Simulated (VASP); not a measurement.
Wanted: the native input for a VASP 6.6.1 run.

```yaml
Task: single point
Functional: LDA
Potentials_or_basis: VASP PAW LDA potentials, release 64 (Pd)
Cutoff: 520 eV
k_mesh: 22 × 22 × 22
Occupations: gaussian, width 0.15 eV
Spin: no spin polarisation
Dipole_correction: no
Further_INCAR_settings: ALGO = Fast; EDIFF = 1e-06; NBANDS = 11
```

The structure of Pd lies in POSCAR:

```
Pd
1.0
   -1.4779441400      1.6666178600      1.5722810000
    1.4779441400     -1.6666178600      1.5722810000
    1.4779441400      1.6666178600     -1.5722810000
Pd
1
Direct
    0.0000000000      0.0000000000      0.0000000000
```

This cell differs from its parent crystal: strain -0.0600 x Voigt [1, -1, 0, 0, 0, 0].

One way to write it, as run:

INCAR

```
SYSTEM = Pd
  ALGO = Fast
  EDIFF = 1E-6
  ENCUT = 520
  ISIF = 2
  ISMEAR = 0
  LASPH = .TRUE.
  LCHARG = .FALSE.
  LREAL = .FALSE.
  LWAVE = .FALSE.
  NBANDS = 11
  NELM = 80
  PREC = Accurate
  SIGMA = 0.15
```

KPOINTS

```
k-points
0
G
  22 22 22
  0 0 0
```

Potentials or basis: VASP PAW LDA potentials, release 64 (Pd).

Run with:

```sh
$ cat potpaw_LDA.64/Pd/POTCAR > POTCAR
$ mpirun -np 1 vasp_std > vasp.out
```

Results of the run:

| Property | Result |
| --- | --- |
| Pressure | -14.6 GPa |
| Band gap on the k mesh | zero (band 5 reaches 9.35 eV, above the bottom of band 6 at 7.90 eV) |

Caveat: the cell differs from its parent crystal (strain -0.0600 x Voigt [1, -1, 0, 0, 0, 0]).

It took 110 s on 1 thread of Intel(R) Xeon(R) 6975P-C (Granite Rapids), with other jobs on the host, peak memory 0.34 GiB.
